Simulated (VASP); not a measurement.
The system is CdTe.

```
CELL_PARAMETERS angstrom
3.20500 3.20500 0.00000
-3.20500 3.20500 0.00000
0.00000 3.20500 3.20500
ATOMIC_POSITIONS crystal
Cd 0.00000 0.00000 0.00000
Te 0.75000 0.25000 0.50000
```

* Program: VASP 6.6.1
* Task: relaxation of cell and atoms
* Functional: r2SCAN
* Potentials or basis: VASP PAW PBE potentials, release 64 (Cd, Te)
* Cutoff: 600 eV
* k mesh: 10 × 10 × 10
* Occupations: fermi-dirac, width 0.08 eV
* Spin: no spin polarisation

At the start: pressure 3.3 GPa; volume 32.92 Å³/atom.

Question: How do energy, volume and symmetry change on relaxing?

Answer: Over 6 steps the energy falls by 23.1 meV/atom and the volume is 35.31 Å³/atom (+7.3 %); space group F-43m (No. 216, to 0.1 Å) before and after.

The path:
```tsv
step	energy change (eV)	largest force (eV/Å)	pressure (GPa)	volume (Å³)
1	0.0000	0.0000	3.33	65.84
2	-0.0396	0.0000	-1.03	72.59
3	-0.0462	0.0000	0.02	70.59
4	-0.0462	0.0000	-0.04	70.69
5	-0.0462	0.0000	0.01	70.60
6	-0.0462	0.0000	0.01	70.62
```

Final structure:
```
Cd Te
1.0
     3.28071    3.28071    0.00000
    -3.28071    3.28071    0.00000
     0.00000    3.28071    3.28071
Cd Te
1 1
Direct
  0.00000 0.00000 0.00000
  0.75000 0.25000 0.50000
```

Caveat: the PAW data sets were made with another functional, which shifts forces and pressure a little.
